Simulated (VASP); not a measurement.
# BaTiO3 (P4mm) in VASP: settings compared

BaTiO3 is run at these levels: r2SCAN, LDA; tasks: single point.

Program: VASP 6.6.1. These are calculated values, not measurements. Logs are shortened: lines on timing, memory, paths and dates and some standing lists are left out, and cuts for length are marked.

**1. The cell of the first run**

It takes space group P4mm (No. 99, tetragonal). The conventional cell has a = 4.026 Å, b = 4.026 Å, c = 4.045 Å, α = 90.00°, β = 90.00°, γ = 90.00°. Ba (site symmetry 4mm) has 12 O at 2.81 to 2.90 Å and 8 Ti at 3.47 to 3.52 Å within 3.7 Å. Ti (site symmetry 4mm) has 6 O at 1.91 to 2.14 Å within 2.5 Å. O (site symmetry 2mm) has 2 Ti at 2.02 Å and 4 Ba at 2.81 to 2.90 Å and 8 O at 2.85 to 2.86 Å within 3.0 Å. O (site symmetry 4mm) has 2 Ti at 1.91 to 2.14 Å within 2.5 Å.

**2. Single point, r2SCAN, non-collinear spin, zero start, spin-orbit coupling**

Input file POSCAR:

```
BaTiO3
1.0
    4.0262895137      0.0000000000      0.0000000000
    0.0000000000      4.0262895137      0.0000000000
    0.0000000000      0.0000000000      4.0446100470
Ba Ti O
1 1 3
Direct
    0.0000000000      0.0000000000      0.0000000000
    0.5000000000      0.5000000000      0.4900000000
    0.0000000000      0.5000000000      0.5170000000
    0.5000000000      0.0000000000      0.5170000000
    0.5000000000      0.5000000000      0.0190000000
```

Input file INCAR.step1:

```
SYSTEM = BaTiO3
ALGO = Normal ; EDIFF = 1E-4
ENCUT = 520 ; GGA = PE
GGA_COMPAT = .FALSE. ; ISMEAR = -1
LASPH = .TRUE. ; LCHARG = .FALSE.
LMAXMIX = 4 ; LREAL = .FALSE.
LSORBIT = .TRUE. ; LWAVE = .TRUE.
MAGMOM = 0 0 0 0 0 0 0 0 0 0 0 0 0 0 0 ; NBANDS = 55
NELM = 150 ; PREC = Accurate
SIGMA = 0.05
```

Input file INCAR.step2:

```
SYSTEM = BaTiO3
ALGO = Normal ; EDIFF = 1E-7
ENCUT = 520 ; GGA_COMPAT = .FALSE.
ISIF = 2 ; ISMEAR = -1
ISTART = 1 ; LASPH = .TRUE.
LCHARG = .FALSE. ; LMAXMIX = 4
LMIXTAU = .TRUE. ; LORBIT = 11
LORBMOM = .TRUE. ; LREAL = .FALSE.
LSORBIT = .TRUE. ; LWAVE = .FALSE.
MAGMOM = 0 0 0 0 0 0 0 0 0 0 0 0 0 0 0 ; METAGGA = R2SCAN
NBANDS = 55 ; NELM = 150
PREC = Accurate ; SIGMA = 0.05
```

Input file KPOINTS:

```
k-points
0
G
  7 7 7
  0 0 0
```

Potentials or basis: VASP PAW PBE potentials, release 64 (Ba_sv, Ti_sv, O).

Launch:

```
$ cat potpaw_PBE.64/Ba_sv/POTCAR potpaw_PBE.64/Ti_sv/POTCAR potpaw_PBE.64/O/POTCAR > POTCAR
$ cp INCAR.step1 INCAR
$ mpirun -np 1 vasp_ncl > vasp.out
$ cp INCAR.step2 INCAR
$ mpirun -np 1 vasp_ncl > vasp.out
```

OUTCAR:

```text
SYSTEM = BaTiO3
   EDIFF = 1E-7
   ENCUT = 520
   ISIF = 2
   ISMEAR = -1
   ISTART = 1
   LASPH = .TRUE.
   LORBIT = 11
   LREAL = .FALSE.
   LSORBIT = .TRUE.
   METAGGA = R2SCAN
   NELM = 150
   PREC = Accurate

 ion  position               nearest neighbor table
   1  0.000  0.000  0.000-   3 2.81   4 2.81   3 2.81   4 2.81   5 2.85   5 2.85   5 2.85   5 2.85
                             4 2.90   3 2.90   4 2.90   3 2.90   2 3.47   2 3.47   2 3.47   2 3.47
   2  0.500  0.500  0.490-   5 1.91   4 2.02   3 2.02   4 2.02   3 2.02   5 2.14   1 3.47   1 3.47
                             1 3.47   1 3.47   1 3.52   1 3.52   1 3.52   1 3.52
   3  0.000  0.500  0.517-   2 2.02   2 2.02   1 2.81   1 2.81   1 2.90   1 2.90
   4  0.500  0.000  0.517-   2 2.02   2 2.02   1 2.81   1 2.81   1 2.90   1 2.90
   5  0.500  0.500  0.019-   2 1.91   2 2.14   1 2.85   1 2.85   1 2.85   1 2.85

  LATTYP: Found a simple tetragonal cell.
 ALAT       =     4.0262895137
 C/A-ratio  =     1.0045502275

  Lattice vectors:

 A1 = (   4.0262895137,   0.0000000000,   0.0000000000)
 A2 = (   0.0000000000,   4.0262895137,   0.0000000000)
 A3 = (   0.0000000000,   0.0000000000,   4.0446100470)

Analysis of symmetry for initial positions (statically):
=====================================================================
 Subroutine PRICEL returns:
 Original cell was already a primitive cell.

 Routine SETGRP: Setting up the symmetry group for a
 simple tetragonal supercell.

 Subroutine GETGRP returns: Found  8 space group operations
 (whereof  8 operations were pure point group operations)
 out of a pool of 16 trial point group operations.

The static configuration has the point symmetry C_4v.

Analysis of symmetry for dynamics (positions and initial velocities):
=====================================================================
 Subroutine PRICEL returns:
 Original cell was already a primitive cell.

 Routine SETGRP: Setting up the symmetry group for a
 simple tetragonal supercell.

 Subroutine GETGRP returns: Found  8 space group operations
 (whereof  8 operations were pure point group operations)
 out of a pool of 16 trial point group operations.

The dynamic configuration has the point symmetry C_4v.

Analysis of structural, dynamic, and magnetic symmetry:
=====================================================================
 Subroutine PRICEL returns:
 Original cell was already a primitive cell.

 Routine SETGRP: Setting up the symmetry group for a
 simple tetragonal supercell.

 Subroutine GETGRP returns: Found  8 space group operations
 (whereof  8 operations were pure point group operations)
 out of a pool of 16 trial point group operations.

The overall configuration has the point symmetry C_4v.

 Subroutine INISYM returns: Found  8 space group operations
 (whereof  8 operations are pure point group operations),
 and found     1 'primitive' translations

----------------------------------------------------------------------------------------

                                     Primitive cell

  volume of cell :      65.5672

  direct lattice vectors                    reciprocal lattice vectors
     4.026289514  0.000000000  0.000000000     0.248367634  0.000000000  0.000000000
     0.000000000  4.026289514  0.000000000     0.000000000  0.248367634  0.000000000
     0.000000000  0.000000000  4.044610047     0.000000000  0.000000000  0.247242624

  length of vectors
     4.026289514  4.026289514  4.044610047     0.248367634  0.248367634  0.247242624

  position of ions in fractional coordinates (direct lattice)
     0.000000000  0.000000000  0.000000000
     0.500000000  0.500000000  0.490000000
     0.000000000  0.500000000  0.517000000
     0.500000000  0.000000000  0.517000000
     0.500000000  0.500000000  0.019000000

  ion indices of the primitive-cell ions
   primitive index   ion index
                 1           1
                 2           2
                 3           3
[... 128 lines left out ...]

 val. band max:        3.3017559083   @ k =  -0.4286  -0.4286  -0.4286
 cond. band min:       5.5102638975   @ k =   0.0000   0.0000   0.0000
 fundamental gap:      2.2085079892
 Fermi energy:         4.4193714542

 k-point     1 :       0.0000    0.0000    0.0000
  band No.  band energies     occupation
      1     -55.5391      1.00000
      2     -55.5391      1.00000
      3     -31.1326      1.00000
      4     -31.1326      1.00000
      5     -30.4879      1.00000
      6     -30.4879      1.00000
[... 1309 lines left out ...]
     51      11.2287      0.00000
     52      11.2446      0.00000

 [... further k-points ...]

 [bands above 52 left out]

------------------------ aborting loop because EDIFF is reached ----------------------------------------

  FORCE on cell =-STRESS in cart. coord.  units (eV):
  Direction    XX          YY          ZZ          XY          YZ          ZX
  --------------------------------------------------------------------------------------
  -------------------------------------------------------------------------------------
  Total       -1.0447452     -1.0447452     -0.6882938      0.0000000      0.0000000      0.0000000
  in kB      -25.5290295    -25.5290295    -16.8189088      0.0000000      0.0000000      0.0000000
  external PRESSURE =     -22.6256559 kB  Pullay stress =       0.0000000 kB

 VOLUME and BASIS-vectors are now :
 -----------------------------------------------------------------------------
  energy-cutoff  :      520.00
  volume of cell :       65.57
      direct lattice vectors                 reciprocal lattice vectors
     4.026289514  0.000000000  0.000000000     0.248367634  0.000000000  0.000000000
     0.000000000  4.026289514  0.000000000     0.000000000  0.248367634  0.000000000
     0.000000000  0.000000000  4.044610047     0.000000000  0.000000000  0.247242624

 POSITION                                       TOTAL-FORCE (eV/Angst)
 -----------------------------------------------------------------------------------
      0.00000      0.00000      0.00000        -0.000000      0.000000      0.066108
      2.01314      2.01314      1.98186         0.000000     -0.000000     -0.177083
      0.00000      2.01314      2.09106        -0.000000      0.000000     -0.157406
      2.01314      0.00000      2.09106         0.000000      0.000000     -0.157406
      2.01314      2.01314      0.07685         0.000000     -0.000000      0.425787
 -----------------------------------------------------------------------------------
    total drift:                                0.000000      0.000000     -0.002291

  FREE ENERGIE OF THE ION-ELECTRON SYSTEM (eV)
  ---------------------------------------------------
  free  energy   TOTEN  =       -74.4272804171 eV

  energy  without entropy=      -74.4272804171  energy(sigma->0) =      -74.42728042

 orbital moment (x)

 # of ion     p       d       tot
 ----------------------------------------
  1         0.000  -0.000  -0.000
  2        -0.000  -0.000  -0.000
  3         0.000   0.000   0.000
  4         0.000   0.000   0.000
  5         0.000   0.000   0.000
 ----------------------------------------
            0.000  -0.000  -0.000

 orbital moment (y)

 # of ion     p       d       tot
 ----------------------------------------
  1        -0.000  -0.000  -0.000
  2        -0.000  -0.000  -0.000
  3         0.000   0.000   0.000
  4         0.000   0.000   0.000
  5        -0.000   0.000  -0.000
 ----------------------------------------
           -0.000  -0.000  -0.000

 orbital moment (z)

 # of ion     p       d       tot
 ----------------------------------------
  1         0.000   0.000   0.000
  2         0.000   0.000   0.000
  3         0.000   0.000   0.000
  4         0.000   0.000   0.000
  5         0.000   0.000   0.000
 ----------------------------------------
            0.000   0.000   0.000

 Spin-Orbit-Coupling matrix elements

 Ion:    1  E_soc:     -0.3618336
 l=   1
     0.0000000    -0.0601720    -0.0601713
    -0.0601720     0.0000000    -0.0601720
    -0.0601713    -0.0601720     0.0000000
 l=   2
     0.0000000    -0.0000303     0.0000000    -0.0000303    -0.0001029
    -0.0000303     0.0000000    -0.0000775    -0.0000304    -0.0000263
     0.0000000    -0.0000775     0.0000000    -0.0000775     0.0000000
    -0.0000303    -0.0000304    -0.0000775     0.0000000    -0.0000263
    -0.0001029    -0.0000263     0.0000000    -0.0000263     0.0000000
 l=   3
     0.0000000     0.0000000     0.0000000     0.0000000     0.0000000     0.0000000     0.0000000
     0.0000000     0.0000000     0.0000000     0.0000000     0.0000000     0.0000000     0.0000000
     0.0000000     0.0000000     0.0000000     0.0000000     0.0000000     0.0000000     0.0000000
     0.0000000     0.0000000     0.0000000     0.0000000     0.0000000     0.0000000     0.0000000
[... 69 lines left out ...]
 l=   2
     0.0000000     0.0000000     0.0000000     0.0000000     0.0000000
     0.0000000     0.0000000     0.0000000     0.0000000     0.0000000
     0.0000000     0.0000000     0.0000000     0.0000000     0.0000000
     0.0000000     0.0000000     0.0000000     0.0000000     0.0000000
     0.0000000     0.0000000     0.0000000     0.0000000     0.0000000
 l=   3
     0.0000000     0.0000000     0.0000000     0.0000000     0.0000000     0.0000000     0.0000000
     0.0000000     0.0000000     0.0000000     0.0000000     0.0000000     0.0000000     0.0000000
     0.0000000     0.0000000     0.0000000     0.0000000     0.0000000     0.0000000     0.0000000
     0.0000000     0.0000000     0.0000000     0.0000000     0.0000000     0.0000000     0.0000000
     0.0000000     0.0000000     0.0000000     0.0000000     0.0000000     0.0000000     0.0000000
     0.0000000     0.0000000     0.0000000     0.0000000     0.0000000     0.0000000     0.0000000
     0.0000000     0.0000000     0.0000000     0.0000000     0.0000000     0.0000000     0.0000000

 total charge

# of ion       s       p       d       tot
------------------------------------------
    1        2.017   5.665   0.293   7.974
    2        2.203   6.257   1.631  10.090
    3        1.566   3.489   0.000   5.055
    4        1.566   3.489   0.000   5.055
    5        1.569   3.489   0.000   5.058
--------------------------------------------------
tot          8.921  22.387   1.923  33.232

 magnetization (x)

# of ion       s       p       d       tot
------------------------------------------
    1        0.000   0.000   0.000   0.000
    2        0.000   0.000  -0.000  -0.000
    3        0.000  -0.000   0.000  -0.000
    4        0.000  -0.000   0.000  -0.000
    5        0.000  -0.000   0.000  -0.000
--------------------------------------------------
tot          0.000  -0.000  -0.000  -0.000

 magnetization (y)

# of ion       s       p       d       tot
------------------------------------------
    1       -0.000   0.000   0.000  -0.000
    2        0.000   0.000   0.000   0.000
    3        0.000   0.000   0.000   0.000
    4        0.000   0.000   0.000   0.000
    5        0.000   0.000   0.000   0.000
--------------------------------------------------
tot         -0.000   0.000   0.000  -0.000

 magnetization (z)

# of ion       s       p       d       tot
------------------------------------------
    1        0.000   0.000   0.000   0.000
    2        0.000   0.000   0.000   0.000
    3       -0.000  -0.000   0.000  -0.000
    4       -0.000  -0.000   0.000  -0.000
    5        0.000   0.000   0.000   0.000
--------------------------------------------------
tot         -0.000  -0.000   0.000  -0.000
```

Run time: 23 min. Hardware: 1 thread of Intel Xeon 6975P-C (Granite Rapids), shared host; peak memory 0.58 GiB.

What came out:

- Free energy: -74.4273 eV
- Pressure: -2.3 GPa
- Largest force: 0.426 eV/Å
- Net moment: 0.00 μB per cell
- Valence electrons inside the program's atomic spheres: Ba 7.97; Ti 10.09; O 5.05, 5.06 (each value once)

Forces on the atoms (eV/Å):
```
Ba   0.000  0.000  0.066
Ti   0.000  0.000 -0.177
O    0.000  0.000 -0.157
O    0.000  0.000 -0.157
O    0.000  0.000  0.426
```

Stress tensor (GPa, compression positive):
```
-2.55  0.00  0.00
 0.00 -2.55  0.00
 0.00  0.00 -1.68
```

Moments on the atoms (μB; x, y, z):
```
Ba  0.00 0.00 0.00
Ti  0.00 0.00 0.00
O   0.00 0.00 0.00
O   0.00 0.00 0.00
O   0.00 0.00 0.00
```

Caveat: the PAW data sets were made with another functional, which shifts forces and pressure a little.

**3. Single point, LDA**

This run uses another cell than the first one, of 12.86 Å³/atom.

Input file INCAR:

```
PREC = Accurate ; ENCUT = 520
EDIFF = 1E-6 ; ISMEAR = -1
SIGMA = 0.05 ; LREAL = False
LASPH = True ; NELM = 100
ALGO = Normal ; ISIF = 2
LWAVE = False ; LCHARG = True
LELF = True ; LVHAR = True
NBANDS = 28
```

Input file KPOINTS:

```
Automatic mesh
0
Gamma
  7 7 7
```

POSCAR, as its differences from that of step 2:

```diff
@@ -2,5 +2,5 @@
 1.0
-    4.0262895137      0.0000000000      0.0000000000
-    0.0000000000      4.0262895137      0.0000000000
-    0.0000000000      0.0000000000      4.0446100470
+    3.9998000000      0.0000000000      0.0000000000
+    0.0000000000      3.9998000000      0.0000000000
+    0.0000000000      0.0000000000      4.0180000000
 Ba Ti O
```

Potentials or basis: VASP PAW LDA potentials, release 64 (Ba_sv, Ti_sv, O).

Launch:

```
$ cat potpaw_LDA.64/Ba_sv/POTCAR potpaw_LDA.64/Ti_sv/POTCAR potpaw_LDA.64/O/POTCAR > POTCAR
$ mpirun -np 1 vasp_std > vasp.out
```

It took 1.7 min on 1 thread of Intel Xeon 8259CL, shared host; peak memory 0.2 GiB.

The run converged. Its results:

| Property | Result |
| --- | --- |
| Free energy | -44.1139 eV |
| Pressure | -6.5 GPa |
| Largest force | 0.363 eV/Å |
| Band gap on the k mesh | 1.78 eV (least direct gap 1.97 eV) |

Forces in eV/Å, atoms in the order of the input:
```
Ba   0.000  0.000  0.039
Ti   0.000  0.000 -0.153
O    0.000  0.000 -0.124
O    0.000  0.000 -0.124
O    0.000  0.000  0.363
```

Stress tensor (GPa, compression positive):
```
-6.84  0.00  0.00
 0.00 -6.84  0.00
 0.00  0.00 -5.85
```

Levels at points of the mesh, in eV from the valence-band top:
| k point | band 17 | band 18 | band 19 | band 20 | band 21 | band 22 | band 23 | band 24 |
| --- | --- | --- | --- | --- | --- | --- | --- | --- |
| (0.00, 0.00, 0.00) | -1.06 | -0.20 | -0.19 | -0.19 | 1.78 | 2.00 | 2.00 | 4.10 |

Caveat: the cell stands under tension; spin-orbit coupling is left out, which moves the levels of the heavy elements.
